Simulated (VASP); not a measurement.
Here is a VASP 6.6.1 calculation.

Contents of POSCAR:

```
Sb
1.0
    3.0802022053      0.0000000000      0.0000000000
    0.0000000000      4.2887605540      0.0000000000
   -0.0383890571      0.0000000000      4.3463061600
Sb
2
Direct
    0.0113890000      0.2500000000      0.2411660000
    0.9886110000      0.7500000000      0.7588340000
```

INCAR.step1

```
PREC = Accurate ; ENCUT = 520
EDIFF = 1E-5 ; ISMEAR = -1
SIGMA = 0.05 ; LREAL = F
LASPH = T ; NELM = 80
ALGO = Normal ; ISIF = 2
LWAVE = T ; GGA = PE
NBANDS = 12
```

File INCAR.step2:

```
PREC = Accurate ; ENCUT = 520
EDIFF = 1E-6 ; ISMEAR = -1
SIGMA = 0.05 ; LREAL = F
LASPH = T ; NELM = 80
ALGO = Normal ; ISIF = 2
LWAVE = F ; LCHARG = T
GGA = PE ; LHFCALC = T
HFSCREEN = 0.2079 ; PRECFOCK = Normal
LELF = T ; LVHAR = T
ISTART = 1 ; NBANDS = 12
```

KPOINTS

```
regular mesh
0
Gamma
  6 4 4
```

Potentials or basis: VASP PAW PBE potentials, release 64 (Sb).

The run is started by

```console
$ cat potpaw_PBE.64/Sb/POTCAR > POTCAR
$ cp INCAR.step1 INCAR
$ mpirun -np 1 vasp_std > vasp.out
$ cp INCAR.step2 INCAR
$ mpirun -np 1 vasp_std > vasp.out
```

Question: Estimate the band gap on the k mesh.

Answer: Zero (bands 5 and 6 overlap by 10.30 eV).

Question: What does it give for the pressure?

Answer: 0.1 GPa.

Question: Predict the largest force.

Answer: 0.045 eV/Å.

Stress tensor (GPa, compression positive):
```
-4.55  0.00 -0.05
 0.00  2.46  0.00
-0.05  0.00  2.38
```

Caveat: the k points lie up to 0.37 Å⁻¹ apart, too coarse for converged energies and pressures of a metal; the PAW data sets were made with another functional, which shifts forces and pressure a little; spin-orbit coupling is left out, which moves the levels of the heavy elements.
